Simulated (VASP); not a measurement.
# Al32N31 (a cell with a defect) in VASP: single point with PBE

Aim: the single point of Al32N31 (a cell with a defect) with PBE.

All numbers are computed with VASP 6.6.1; they aren't measurements. Logs are shortened: lines on timing, memory, paths and dates and some standing lists are left out, and cuts for length are marked.

### Step 1. The cell of the first run

The cell holds a defect, 63 atoms: a = 9.683 Å, b = 9.683 Å, c = 9.683 Å, α = 99.44°, β = 111.90°, γ = 117.58°.

### Step 2. Single point, PBE (atoms taken out, then relaxed in part)

The input, INCAR:

```
SYSTEM = Al32N31
PREC = Accurate
ENCUT = 520
EDIFF = 1E-6
ISMEAR = 0
SIGMA = 0.01
LREAL = Auto
LASPH = .True.
NELM = 120
ALGO = Normal
ISIF = 2
LWAVE = .False.
LCHARG = .False.
GGA = PE
NBANDS = 162
NELECT = 250.0
GGA_COMPAT = .False.
KPAR = 2
NCORE = 2
```

The input, KPOINTS:

```
Automatic mesh
0
Gamma
  2 2 2
  0.5 0.5 0.5
```

The input, POSCAR:

```
Al32N31
1.0
    6.2604911354      5.4217443634     -5.0179604231
   -6.2604911354     -5.4217443634     -5.0179604231
   -6.2604911354      5.4217443634      5.0179604231
Al N
32 31
Direct
    0.6658300475      0.2492659389      0.9166362998
    0.9166218137      0.3755813204      0.2922186259
    0.6670787573     -0.0002005741      0.6665910056
    0.9165880497      0.1244656710      0.0411026672
    0.1664706937      0.2502358073      0.4163389820
    0.6667486532      0.7504009346      0.4164456033
    0.4160365876      0.3747360338      0.7907033973
    0.9162705418      0.8751077465      0.7905324419
    0.1675386048      0.0011505777      0.1677171232
    0.6670787848      0.5005775821      0.1674187384
    0.4161041374      0.1254619278      0.5414235985
    0.9162567294      0.6258134326      0.5412784593
    0.1750542921      0.7584510466      0.9166807681
    0.4172111602      0.8762084059      0.2925413680
    0.1675039428      0.4998939160      0.6664682188
    0.4172096125      0.6247582205      0.0410813839
    0.8302811702      0.3710566308      0.7033850647
    0.0859147302      0.4989199747      0.0869926925
    0.8331147475      0.1246316200      0.4577237159
    0.0830120786      0.2492690960      0.8331342913
    0.3334202227      0.3751973286      0.2086710787
    0.8331186860      0.8755359016      0.2086243074
    0.5821200243      0.4996173157      0.5826028047
    0.0835075348      0.0002857811      0.5833037944
    0.3337192044      0.1259837780      0.9584223186
    0.8299461624      0.6270541667      0.9592894319
    0.5831544039      0.2499880522      0.3328797028
    0.0830260716      0.7499826277      0.3338509496
    0.3337048974      0.8754106640      0.7078059543
    0.5843308049      0.0007325902      0.0837222659
    0.3334140479      0.6248547982      0.4582993127
    0.5830640713      0.7503885661      0.8332207823
    0.2250064763      0.6845520804      0.2902923879
    0.9766253712      0.3103912027      0.6676903116
    0.2250925470      0.4347831078      0.0405763164
    0.4758582517      0.5595669599      0.4163920338
    0.9761687730      0.0595374868      0.4167473522
    0.7267473200      0.6839916313      0.7914280162
    0.2262191254      0.1845625571      0.7920356300
    0.4757519217      0.3095471404      0.1664838350
    0.9766163587      0.8089933169      0.1662899734
    0.7267871424      0.4354358973      0.5429408195
    0.2262183019      0.9342937741      0.5417373717
    0.4749969216      0.0584386179      0.9166616262
    0.7258254603      0.1843753002      0.2915357733
    0.4757158157      0.8093752130      0.6662632548
    0.7257963927      0.9343659233      0.0415444546
    0.6440143328      0.1860198762      0.7094919417
    0.8925175340      0.3102469160      0.0823522051
    0.6424802178      0.9346872500      0.4582563161
    0.8925189842      0.0590152993      0.8331588227
    0.1422883770      0.1843887256      0.2078408247
    0.6424912537      0.6843126439      0.2078902551
    0.3923388491      0.3093841943      0.5830591524
    0.8926726442      0.8096042846      0.5831636236
    0.1413278511      0.9329505998      0.9583710559
    0.6440121296      0.4346255840      0.9580971497
    0.3930245607      0.0599720737      0.3336964745
    0.8925309892      0.5594627576      0.3336161571
    0.1413287991      0.6830512327      0.7084498675
    0.3912276820      0.8080471191      0.0832747596
    0.1423133608      0.4345575617      0.4580022944
    0.3930189540      0.5594151868      0.8331300632
```

Potentials or basis: VASP PAW PBE potentials, release 64 (Al, N).

Command:

```sh
$ cat potpaw_PBE.64/Al/POTCAR potpaw_PBE.64/N/POTCAR > POTCAR
$ mpirun -np 4 vasp_std > vasp.out
```

OUTCAR:

```text
SYSTEM = Al32N31
   PREC = Accurate
   ENCUT = 520
   EDIFF = 1E-6
   ISMEAR = 0
   LREAL = Auto
   LASPH = .True.
   NELM = 120
   ISIF = 2
   GGA = PE
   NELECT = 250.0

 ion  position               nearest neighbor table
   1  0.666  0.249  0.917-  49 1.90  48 1.90  57 1.90  44 1.92  30 3.08  29 3.08  25 3.08  18 3.11
                            17 3.12  26 3.12  11 3.13   7 3.13   4 3.13   2 3.13   3 3.14  10 3.14
   2  0.917  0.376  0.292-  62 1.90  59 1.90  45 1.91  49 1.92  18 3.08  28 3.09  27 3.09  30 3.09
                            19 3.09  31 3.09  10 3.13  15 3.13  12 3.13   5 3.13   1 3.13   4 3.14
   3  0.667  1.000  0.667-  51 1.90  50 1.90  46 1.91  48 1.92  17 3.07  20 3.09  32 3.09  29 3.09
                            31 3.09  19 3.09   8 3.12  14 3.12   6 3.13   4 3.13   1 3.14  11 3.14
   4  0.917  0.124  0.041-  51 1.90  52 1.90  47 1.91  49 1.92  18 3.08  20 3.09  32 3.09  30 3.09
                            22 3.09  21 3.09   3 3.13   9 3.13   8 3.13   5 3.13   1 3.13   2 3.14
   5  0.166  0.250  0.416-  54 1.90  62 1.90  52 1.90  37 1.91  23 3.08  21 3.09  31 3.09  22 3.09
                            19 3.09  24 3.09  15 3.12   9 3.12   7 3.13  11 3.13   2 3.13   4 3.13
   6  0.667  0.750  0.416-  55 1.90  50 1.90  53 1.90  36 1.92  22 3.09  19 3.09  24 3.09  31 3.09
                            21 3.09  23 3.10   8 3.12  12 3.12  10 3.13   3 3.13  14 3.13  16 3.13
   7  0.416  0.375  0.791-  54 1.90  63 1.90  39 1.91  57 1.92  26 3.07  24 3.09  23 3.09  25 3.09
                            20 3.09  32 3.10  15 3.12  11 3.12   5 3.13  16 3.13   1 3.13  10 3.14
   8  0.916  0.875  0.791-  55 1.90  51 1.90  56 1.91  38 1.91  20 3.08  24 3.09  26 3.10  23 3.10
                            32 3.10  25 3.10   3 3.12  12 3.12   6 3.12   4 3.13  13 3.14   9 3.15
   9  0.168  0.001  0.168-  58 1.90  52 1.90  56 1.91  41 1.92  27 3.08  21 3.09  22 3.10  25 3.10
[... 76 lines left out ...]
  62  0.142  0.435  0.458-  15 1.90   2 1.90   5 1.90  31 1.91
  63  0.393  0.559  0.833-  16 1.90  15 1.90   7 1.90  32 1.91

  LATTYP: Found a body centered orthorhombic cell.
 ALAT       =    10.0359208462
 B/A-ratio  =     1.0804677411
 C/A-ratio  =     1.2476166824

  Lattice vectors:

 A1 = (   6.2604911354,   5.4217443634,   5.0179604231)
 A2 = (   6.2604911354,  -5.4217443634,  -5.0179604231)
 A3 = (  -6.2604911354,   5.4217443634,  -5.0179604231)

Analysis of symmetry for initial positions (statically):
=====================================================================
 Subroutine PRICEL returns:
 Original cell was already a primitive cell.

 Routine SETGRP: Setting up the symmetry group for a
 body centered orthorhombic supercell.

 Subroutine GETGRP returns: Found  1 space group operations
 (whereof  1 operations were pure point group operations)
 out of a pool of  8 trial point group operations.

The static configuration has the point symmetry C_1 .

Analysis of symmetry for dynamics (positions and initial velocities):
=====================================================================
 Subroutine PRICEL returns:
 Original cell was already a primitive cell.

 Routine SETGRP: Setting up the symmetry group for a
 body centered orthorhombic supercell.

 Subroutine GETGRP returns: Found  1 space group operations
 (whereof  1 operations were pure point group operations)
 out of a pool of  8 trial point group operations.

The dynamic configuration has the point symmetry C_1 .

 Subroutine INISYM returns: Found  1 space group operations
 (whereof  1 operations are pure point group operations),
 and found     1 'primitive' translations

----------------------------------------------------------------------------------------

                                     Primitive cell

  volume of cell :     681.2942

  direct lattice vectors                    reciprocal lattice vectors
     6.260491135  5.421744363 -5.017960423     0.000000000  0.092221242 -0.099642077
    -6.260491135 -5.421744363 -5.017960423    -0.079865939  0.000000000 -0.099642077
    -6.260491135  5.421744363  5.017960423    -0.079865939  0.092221242  0.000000000

  length of vectors
     9.683438852  9.683438852  9.683438852     0.135769294  0.127699302  0.121997236
[... 144 lines left out ...]
    -0.039932969  0.000000000 -0.049821039     0.000000000  0.500000000  0.000000000
    -0.039932969  0.046110621  0.000000000     0.000000000  0.000000000  0.500000000

  Length of vectors
     0.067884647  0.063849651  0.060998618

  Shift w.r.t. Gamma in fractional coordinates (k-lattice)
     0.500000000  0.500000000  0.500000000

 Subroutine IBZKPT returns following result:
 ===========================================

 Found      4 irreducible k-points:

 Following reciprocal coordinates:
            Coordinates               Weight
  0.250000  0.250000  0.250000      2.000000
 -0.250000  0.250000  0.250000      2.000000
  0.250000 -0.250000  0.250000      2.000000
 -0.250000 -0.250000  0.250000      2.000000
   k-points           NKPTS =      4   k-points in BZ     NKDIM =      4   number of bands    NBANDS=    162
   number of dos      NEDOS =    301   number of ions     NIONS =     63
   total plane-waves  NPLWV = 373248
   dimension x,y,z NGX =    72 NGY =   72 NGZ =   72
   dimension x,y,z NGXF=   144 NGYF=  144 NGZF=  144
   ions per type =              32  31
   NGX,Y,Z   is equivalent  to a cutoff of  12.36, 12.36, 12.36 a.u.
   NGXF,Y,Z  is equivalent  to a cutoff of  24.72, 24.72, 24.72 a.u.
 SYSTEM =  Al32N31
   PREC   = accura    normal or accurate (medium, high low for compatibility)
   ISTART =      0    job   : 0-new  1-cont  2-samecut
   ICHARG =      2    charge: 1-file 2-atom 10-const
   ISPIN  =      1    spin polarized calculation?
   LNONCOLLINEAR =      F non collinear calculations
   LSORBIT =      F    spin-orbit coupling
   LASPH  =      T    aspherical Exc in radial PAW
   ENCUT  =  520.0 eV  38.22 Ry    6.18 a.u.  18.00 18.00 18.00*2*pi/ulx,y,z
   NELM   =    120;   NELMIN=  2; NELMDL= -5     # of ELM steps
   EDIFF  = 0.1E-05   stopping-criterion for ELM
   LREAL  =      T    real-space projection
   EDIFFG = 0.1E-04   stopping-criterion for IOM
   NSW    =      0    number of steps for IOM
   IBRION =     -1    ionic relax: 0-MD 1-quasi-New 2-CG
   NFREE  =      0    steps in history (QN), initial steepest desc. (CG)
   ISIF   =      2    stress and relaxation
   ISYM   =      2    0-nonsym 1-usesym 2-fastsym
   POTIM  = 0.5000    time-step for ionic-motion
   TEBEG  =    0.0;   TEEND  =   0.0 temperature during run
   PSTRESS=    0.0 pullay stress
   NELECT =     250.0000    total number of electrons
   NUPDOWN=      -1.0000    fix difference up-down
   EMIN   =  10.00;   EMAX   =-10.00  energy-range for DOS
   EFERMI =   0.00;   METHOD = LEGACY
   ISMEAR =     0;   SIGMA  =   0.01  broadening in eV -4-tet -1-fermi 0-gaus
   EFERMI_NEDOS =   21; number of points for ismear=-14 and -15
   IALGO  =     38    algorithm
   IMIX   =      4    mixing-type and parameters
     AMIX     =   0.40;   BMIX     =  1.00
     AMIX_MAG =   1.60;   BMIX_MAG =  1.00
  volume/ion in A,a.u.               =      10.81        72.98
  Fermi-wavevector in a.u.,A,eV,Ry     =   1.172042  2.214839 18.690093  1.373683
  Thomas-Fermi vector in A             =   2.308477
   LORBIT       =      0    0 simple, 1 ext, 2 COOP (PROOUT), +10 PAW based schemes
   GGA     = PE    functional components
   LHFCALC =     F    Hartree Fock is set to
   AEXX    =    0.0000 exact exchange contribution
   IVDW    =     0    specifies the selected vdW correction
   LEPSILON=     F    determine dielectric tensor
   LRPA    =     F    only Hartree local field effects (RPA)
 non-spin polarized calculation
 Gauss-broadening in eV      SIGMA  =   0.01
  energy-cutoff  :      520.00
  volume of cell :      681.29
 maximum number of plane-waves:     18381
   NGX = 37   NGY = 37   NGZ = 37

 number of electron     250.0000018 magnetization

 Free energy of the ion-electron system (eV)
  ---------------------------------------------------
  ext. energy  EPLUGINS =         0.00000000
  ---------------------------------------------------
  free energy    TOTEN  =      -471.72800788 eV

  energy without entropy =     -471.72800788  energy(sigma->0) =     -471.72800788

 E-fermi :   6.3323     XC(G=0): -10.7550

 val. band max:        6.2621111895   @ k =   0.2500   0.2500   0.2500
 cond. band min:       9.7871481949   @ k =  -0.2500   0.2500   0.2500
 fundamental gap:      3.5250370054
 Fermi energy:         6.3323423722

 k-point     1 :       0.2500    0.2500    0.2500
  band No.  band energies     occupation
      1      -8.6278      2.00000
      2      -8.5997      2.00000
      3      -8.5906      2.00000
      4      -8.5293      2.00000
      5      -7.7441      2.00000
      6      -7.7048      2.00000
[... 549 lines left out ...]
    136      11.8181      0.00000
    137      11.8215      0.00000
 [bands above 137 left out]

------------------------ aborting loop because EDIFF is reached ----------------------------------------

  FORCE on cell =-STRESS in cart. coord.  units (eV):
  Direction    XX          YY          ZZ          XY          YZ          ZX
  --------------------------------------------------------------------------------------
  -------------------------------------------------------------------------------------
  Total      -11.7433407    -11.7649507    -12.3779044      0.0070726     -0.0010531     -0.0022242
  in kB      -27.6164328    -27.6672523    -29.1087155      0.0166325     -0.0024764     -0.0052306
  external PRESSURE =     -28.1308002 kB  Pullay stress =       0.0000000 kB

 VOLUME and BASIS-vectors are now :
 -----------------------------------------------------------------------------
  energy-cutoff  :      520.00
  volume of cell :      681.29
      direct lattice vectors                 reciprocal lattice vectors
     6.260491135  5.421744363 -5.017960423     0.000000000  0.092221242 -0.099642077
    -6.260491135 -5.421744363 -5.017960423    -0.079865939  0.000000000 -0.099642077
    -6.260491135  5.421744363  5.017960423    -0.079865939  0.092221242  0.000000000

 POSITION                                       TOTAL-FORCE (eV/Angst)
 -----------------------------------------------------------------------------------
     -3.13070      7.22827      0.00773        -0.003069     -0.002040      0.000689
      1.55775      4.51772     -5.01788        -0.000576      0.000844     -0.001128
     -6.25618      1.81016     -5.01940         0.003781      0.000486      0.000879
      4.70175      4.51753     -5.01771        -0.002426      0.004066      0.000172
     -3.13090      1.80313     -0.00184         0.000327      0.000743      0.001527
     -3.13086      1.80432     -5.02149         0.000220     -0.000751      0.000896
[... 55 lines left out ...]
     -4.69691      0.89870     -0.59648        -0.000890     -0.001300      0.000141
     -6.25753      3.61486     -0.59866        -0.000625     -0.001026     -0.000565
 -----------------------------------------------------------------------------------
    total drift:                               -0.000516      0.012356      0.006362

  FREE ENERGIE OF THE ION-ELECTRON SYSTEM (eV)
  ---------------------------------------------------
  free  energy   TOTEN  =      -471.7280078794 eV

  energy  without entropy=     -471.7280078794  energy(sigma->0) =     -471.72800788
```

Wall time 4.6 min (4 MPI ranks of Intel Xeon Platinum 8488C (Sapphire Rapids), shared host); peak memory 0.55 GiB.

Results:

```yaml
Free_energy: -471.7280 eV
Largest_force: 0.026 eV/Å
```

Forces in eV/Å, atoms in the order of the input:
```
Al  -0.003 -0.002  0.001
Al  -0.001  0.001 -0.001
Al   0.004  0.000  0.001
Al  -0.002  0.004  0.000
Al   0.000  0.001  0.002
Al   0.000 -0.001  0.001
Al   0.001  0.001  0.001
Al   0.003  0.001  0.000
Al   0.000  0.000  0.001
Al   0.000  0.001 -0.001
Al  -0.002 -0.004  0.001
Al  -0.002 -0.002 -0.001
Al  -0.001  0.002 -0.020
Al  -0.001  0.001  0.002
Al   0.000  0.001 -0.002
Al  -0.001  0.004  0.000
Al   0.019 -0.017  0.003
Al  -0.006  0.025  0.000
Al   0.004  0.000  0.002
Al   0.002  0.001 -0.001
Al  -0.001  0.001  0.000
Al   0.005  0.001  0.002
Al  -0.001  0.000  0.000
Al  -0.001 -0.001  0.003
Al  -0.001 -0.002  0.003
Al  -0.010  0.000 -0.004
Al   0.001 -0.001  0.003
Al   0.004 -0.003  0.001
Al  -0.001  0.000  0.004
Al   0.002  0.001  0.005
Al   0.003 -0.003  0.000
Al   0.001  0.002  0.001
N   -0.003 -0.002 -0.002
N   -0.008  0.005 -0.002
N    0.002 -0.010 -0.001
N    0.000 -0.001  0.000
N   -0.001  0.001 -0.002
N    0.002 -0.006 -0.003
N    0.000  0.001  0.002
N    0.000 -0.001  0.001
N   -0.004  0.003 -0.003
N   -0.003  0.001 -0.003
N    0.001  0.002  0.000
N    0.001  0.000 -0.002
N    0.000  0.000 -0.001
N   -0.001 -0.001 -0.002
N   -0.001 -0.002 -0.002
N   -0.005  0.005 -0.003
N    0.001 -0.007  0.000
N   -0.003  0.000  0.000
N   -0.001 -0.001  0.000
N    0.000 -0.001 -0.001
N    0.000 -0.002 -0.001
N    0.001  0.003 -0.002
N    0.000  0.002  0.000
N   -0.003 -0.002  0.006
N    0.005  0.001  0.006
N   -0.002  0.001 -0.002
N    0.002  0.000  0.001
N    0.002  0.000  0.006
N    0.001  0.000  0.006
N   -0.001 -0.001  0.000
N   -0.001 -0.001 -0.001
```

Levels at points of the mesh, in eV from the Fermi level:
```
           k point  band 121  band 122  band 123  band 124  band 125  band 126  band 127  band 128  band 129  band 130
(0.25, 0.25, 0.25)     -0.95     -0.92     -0.90     -0.89     -0.07      3.50      3.55      3.55      5.20      5.22
```

Caveat: the cell carries a net charge on a neutralising background, which shifts energy and pressure; the cell differs from its parent crystal (atoms taken out, then relaxed in part); the cell is charged against a uniform background, so pressure and absolute levels hang on convention.
